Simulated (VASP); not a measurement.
# Sn (Im-3m) in VASP: electric field gradients with PBEsol

Aim: the electric field gradients of Sn with PBEsol.

All numbers are computed with VASP 6.6.1; they aren't measurements. Logs are shortened: lines on timing, memory, paths and dates and some standing lists are left out, and cuts for length are marked.

### Step 1. The cell of the first run

Symmetry: Im-3m, No. 229, cubic system. The conventional cell has a = 3.789 Å, b = 3.789 Å, c = 3.789 Å, α = 90.00°, β = 90.00°, γ = 90.00°. Within 4.3 Å of Sn (site symmetry m-3m) lie 14 Sn at 3.28 to 3.79 Å.

### Step 2. Electric field gradients, PBEsol

File INCAR:

```
SYSTEM = Sn
  PREC = Accurate
  ENCUT = 520
  EDIFF = 1E-8
  ISMEAR = 0
  SIGMA = 0.1
  LREAL = .FALSE.
  LASPH = .TRUE.
  NELM = 100
  ALGO = Fast
  ISIF = 2
  LWAVE = .FALSE.
  LCHARG = .FALSE.
  GGA = PS
  LEFG = .TRUE.
  NBANDS = 13
```

File KPOINTS:

```
regular mesh
0
G
  6 6 6
  0 0 0
```

File POSCAR:

```
Sn
1.0
   -1.8946518192      1.8946518192      1.8946518192
    1.8946518192     -1.8946518192      1.8946518192
    1.8946518192      1.8946518192     -1.8946518192
Sn
1
Direct
    0.0000000000      0.0000000000      0.0000000000
```

Potentials or basis: VASP PAW PBE potentials, release 64 (Sn_d).

Started as:

```console
cat potpaw_PBE.64/Sn_d/POTCAR > POTCAR
mpirun -np 1 vasp_std > vasp.out
```

OUTCAR:

```text
SYSTEM = Sn
   PREC = Accurate
   ENCUT = 520
   EDIFF = 1E-8
   ISMEAR = 0
   LREAL = .FALSE.
   LASPH = .TRUE.
   NELM = 100
   ISIF = 2
   GGA = PS

 ion  position               nearest neighbor table
   1  0.000  0.000  0.000-

  LATTYP: Found a body centered cubic cell.
 ALAT       =     3.7893036384

  Lattice vectors:

 A1 = (  -1.8946518192,   1.8946518192,   1.8946518192)
 A2 = (   1.8946518192,  -1.8946518192,   1.8946518192)
 A3 = (   1.8946518192,   1.8946518192,  -1.8946518192)

Analysis of symmetry for initial positions (statically):
=====================================================================
 Subroutine PRICEL returns:
 Original cell was already a primitive cell.

 Routine SETGRP: Setting up the symmetry group for a
 body centered cubic supercell.

 Subroutine GETGRP returns: Found 48 space group operations
 (whereof 48 operations were pure point group operations)
 out of a pool of 48 trial point group operations.

The static configuration has the point symmetry O_h .

Analysis of symmetry for dynamics (positions and initial velocities):
=====================================================================
 Subroutine PRICEL returns:
 Original cell was already a primitive cell.

 Routine SETGRP: Setting up the symmetry group for a
 body centered cubic supercell.

 Subroutine GETGRP returns: Found 48 space group operations
 (whereof 48 operations were pure point group operations)
 out of a pool of 48 trial point group operations.

The dynamic configuration has the point symmetry O_h .

 Subroutine INISYM returns: Found 48 space group operations
 (whereof 48 operations are pure point group operations),
 and found     1 'primitive' translations

----------------------------------------------------------------------------------------

                                     Primitive cell

  volume of cell :      27.2050

  direct lattice vectors                    reciprocal lattice vectors
    -1.894651819  1.894651819  1.894651819     0.000000000  0.263900731  0.263900731
     1.894651819 -1.894651819  1.894651819     0.263900731  0.000000000  0.263900731
     1.894651819  1.894651819 -1.894651819     0.263900731  0.263900731  0.000000000

  length of vectors
     3.281633214  3.281633214  3.281633214     0.373211993  0.373211993  0.373211993

  position of ions in fractional coordinates (direct lattice)
     0.000000000  0.000000000  0.000000000

  ion indices of the primitive-cell ions
   primitive index   ion index
                 1           1

----------------------------------------------------------------------------------------

 KPOINTS: regular mesh

Automatic generation of k-mesh.
 Grid dimensions read from file:
 generate k-points for:    6    6    6

 Generating k-lattice:

  Cartesian coordinates                     Fractional coordinates (reciprocal lattice)
     0.000000000  0.043983455  0.043983455     0.166666667  0.000000000  0.000000000
     0.043983455  0.000000000  0.043983455     0.000000000  0.166666667  0.000000000
     0.043983455  0.043983455  0.000000000     0.000000000  0.000000000  0.166666667

  Length of vectors
     0.062201999  0.062201999  0.062201999

  Shift w.r.t. Gamma in fractional coordinates (k-lattice)
     0.000000000  0.000000000  0.000000000

 Subroutine IBZKPT returns following result:
 ===========================================

 Found     16 irreducible k-points:

 Following reciprocal coordinates:
            Coordinates               Weight
  0.000000  0.000000  0.000000      1.000000
  0.166667  0.000000  0.000000     12.000000
  0.333333  0.000000  0.000000     12.000000
  0.500000  0.000000  0.000000      6.000000
  0.166667  0.166667  0.000000     24.000000
  0.333333  0.166667  0.000000     48.000000
[... 8 lines left out ...]
  0.500000  0.500000  0.333333     12.000000
  0.500000  0.500000  0.500000      1.000000
   k-points           NKPTS =     16   k-points in BZ     NKDIM =     16   number of bands    NBANDS=     13
   number of dos      NEDOS =    301   number of ions     NIONS =      1
   total plane-waves  NPLWV =  13824
   dimension x,y,z NGX =    24 NGY =   24 NGZ =   24
   dimension x,y,z NGXF=    48 NGYF=   48 NGZF=   48
   ions per type =               1
   NGX,Y,Z   is equivalent  to a cutoff of  12.16, 12.16, 12.16 a.u.
   NGXF,Y,Z  is equivalent  to a cutoff of  24.32, 24.32, 24.32 a.u.
 SYSTEM =  Sn
   PREC   = accura    normal or accurate (medium, high low for compatibility)
   ISTART =      0    job   : 0-new  1-cont  2-samecut
   ICHARG =      2    charge: 1-file 2-atom 10-const
   ISPIN  =      1    spin polarized calculation?
   LNONCOLLINEAR =      F non collinear calculations
   LSORBIT =      F    spin-orbit coupling
   LASPH  =      T    aspherical Exc in radial PAW
   ENCUT  =  520.0 eV  38.22 Ry    6.18 a.u.   6.10  6.10  6.10*2*pi/ulx,y,z
   NELM   =    100;   NELMIN=  2; NELMDL= -5     # of ELM steps
   EDIFF  = 0.1E-07   stopping-criterion for ELM
   LREAL  =      F    real-space projection
   EDIFFG = 0.1E-06   stopping-criterion for IOM
   NSW    =      0    number of steps for IOM
   IBRION =     -1    ionic relax: 0-MD 1-quasi-New 2-CG
   NFREE  =      0    steps in history (QN), initial steepest desc. (CG)
   ISIF   =      2    stress and relaxation
   ISYM   =      2    0-nonsym 1-usesym 2-fastsym
   POTIM  = 0.5000    time-step for ionic-motion
   TEBEG  =    0.0;   TEEND  =   0.0 temperature during run
   PSTRESS=    0.0 pullay stress
   NELECT =      14.0000    total number of electrons
   NUPDOWN=      -1.0000    fix difference up-down
   EMIN   =  10.00;   EMAX   =-10.00  energy-range for DOS
   EFERMI =   0.00;   METHOD = LEGACY
   ISMEAR =     0;   SIGMA  =   0.10  broadening in eV -4-tet -1-fermi 0-gaus
   EFERMI_NEDOS =   21; number of points for ismear=-14 and -15
   IALGO  =     68    algorithm
   IMIX   =      4    mixing-type and parameters
     AMIX     =   0.40;   BMIX     =  1.00
     AMIX_MAG =   1.60;   BMIX_MAG =  1.00
  volume/ion in A,a.u.               =      27.20       183.59
  Fermi-wavevector in a.u.,A,eV,Ry     =   1.311902  2.479136 23.416813  1.721087
  Thomas-Fermi vector in A             =   2.442332
   LORBIT       =      0    0 simple, 1 ext, 2 COOP (PROOUT), +10 PAW based schemes
   GGA     = PS    functional components
   LHFCALC =     F    Hartree Fock is set to
   AEXX    =    0.0000 exact exchange contribution
   IVDW    =     0    specifies the selected vdW correction
   LEPSILON=     F    determine dielectric tensor
   LRPA    =     F    only Hartree local field effects (RPA)
 non-spin polarized calculation
 RMM-DIIS sequential band-by-band and
 Gauss-broadening in eV      SIGMA  =   0.10
  energy-cutoff  :      520.00
  volume of cell :       27.20
 maximum number of plane-waves:       746
   NGX = 13   NGY = 13   NGZ = 13

 number of electron      13.9999996 magnetization

 Free energy of the ion-electron system (eV)
  ---------------------------------------------------
  ext. energy  EPLUGINS =         0.00000000
  ---------------------------------------------------
  free energy    TOTEN  =        -4.25094521 eV

  energy without entropy =       -4.24844852  energy(sigma->0) =       -4.24969686

 E-fermi :   8.0607     XC(G=0): -10.5012

 val. band max:        7.5039310685   @ k =   0.3333   0.1667   0.1667
 cond. band min:       8.1084055026   @ k =   0.5000   0.5000   0.3333
 fundamental gap:      0.6044744341
 Fermi energy:         8.0607118748

 k-point     1 :       0.0000    0.0000    0.0000
  band No.  band energies     occupation
      1     -13.5284      2.00000
      2     -13.5284      2.00000
      3     -13.5284      2.00000
      4     -13.3889      2.00000
      5     -13.3889      2.00000
      6      -3.1747      2.00000
      7      15.8586      0.00000
      8      15.8586      0.00000
      9      15.8586      0.00000
     10      20.0367      0.00000
     11      20.0367      0.00000
     12      20.0367      0.00000
     13      20.6633      0.00000

 k-point     2 :       0.1667    0.0000    0.0000
  band No.  band energies     occupation
      1     -13.5400      2.00000
      2     -13.5131      2.00000
      3     -13.4735      2.00000
      4     -13.4007      2.00000
      5     -13.3905      2.00000
      6      -2.5689      2.00000
      7      12.0657      0.00000
      8      14.1642      0.00000
      9      15.1160      0.00000
     10      17.6137      0.00000
     11      17.9885      0.00000
[... 211 lines left out ...]
 k-point    16 :       0.5000    0.5000    0.5000
  band No.  band energies     occupation
      1     -13.5490      2.00000
      2     -13.5490      2.00000
      3     -13.3253      2.00000
      4     -13.3253      2.00000
      5     -13.3253      2.00000
      6       5.4145      2.00000
      7       7.4379      2.00000
      8       7.4379      2.00000
      9       7.4379      2.00000
     10      11.7554      0.00000
     11      11.7554      0.00000
     12      26.1376      0.00000
     13      28.7291      0.00000

------------------------ aborting loop because EDIFF is reached ----------------------------------------

  FORCE on cell =-STRESS in cart. coord.  units (eV):
  Direction    XX          YY          ZZ          XY          YZ          ZX
  --------------------------------------------------------------------------------------
  -------------------------------------------------------------------------------------
  Total       -0.3660122     -0.3660122     -0.3660122     -0.0000000     -0.0000000     -0.0000000
  in kB      -21.5554909    -21.5554909    -21.5554909     -0.0000000     -0.0000000     -0.0000000
  external PRESSURE =     -21.5554909 kB  Pullay stress =       0.0000000 kB

 VOLUME and BASIS-vectors are now :
 -----------------------------------------------------------------------------
  energy-cutoff  :      520.00
  volume of cell :       27.20
      direct lattice vectors                 reciprocal lattice vectors
    -1.894651819  1.894651819  1.894651819     0.000000000  0.263900731  0.263900731
     1.894651819 -1.894651819  1.894651819     0.263900731  0.000000000  0.263900731
     1.894651819  1.894651819 -1.894651819     0.263900731  0.263900731  0.000000000

 POSITION                                       TOTAL-FORCE (eV/Angst)
 -----------------------------------------------------------------------------------
      0.00000      0.00000      0.00000        -0.000000      0.000000      0.000000
 -----------------------------------------------------------------------------------
    total drift:                                0.000000     -0.000000      0.000000

  FREE ENERGIE OF THE ION-ELECTRON SYSTEM (eV)
  ---------------------------------------------------
  free  energy   TOTEN  =        -4.2509452082 eV

  energy  without entropy=       -4.2484485196  energy(sigma->0) =       -4.24969686

 Electric field gradients (V/A^2)
---------------------------------------------------------------------
 ion       V_xx      V_yy      V_zz      V_xy      V_xz      V_yz
---------------------------------------------------------------------
   1      -0.000     0.000     0.000    -0.001    -0.001    -0.001
---------------------------------------------------------------------

 Electric field gradients after diagonalization (V/A^2)
 (convention: |V_zz| > |V_xx| > |V_yy|)
----------------------------------------------------------------------
 ion       V_xx      V_yy      V_zz     asymmetry (V_yy - V_xx)/ V_zz
----------------------------------------------------------------------
   1       0.001     0.001    -0.002       0.000
----------------------------------------------------------------------

           NMR quadrupolar parameters

 Cq : quadrupolar parameter    Cq=e*Q*V_zz/h
 eta: asymmetry parameters     (V_yy - V_xx)/ V_zz
 Q  : nuclear electric quadrupole moment in mb (millibarn)
----------------------------------------------------------------------
 ion       Cq(MHz)       eta       Q (mb)
----------------------------------------------------------------------
   1      -0.000       0.000       1.000
----------------------------------------------------------------------
```

Run time: 9.7 s. Hardware: 1 thread of AMD EPYC 7R43 (Zen 3), shared host; peak memory 0.1 GiB.

What came out:

| Property | Result |
| --- | --- |
| Free energy | -4.2509 eV |
| Pressure | -2.2 GPa |
| Band gap on the k mesh | zero (band 7 reaches 15.86 eV, above the bottom of band 8 at 5.45 eV) |

Caveat: the k points lie up to 0.39 Å⁻¹ apart; without QUAD_EFG the Cq values of the log hold for a quadrupole moment of 1 mb, not for the nuclei; the PAW data sets were made with another functional, which shifts forces and pressure a little; spin-orbit coupling is left out, which moves the levels of the heavy elements.
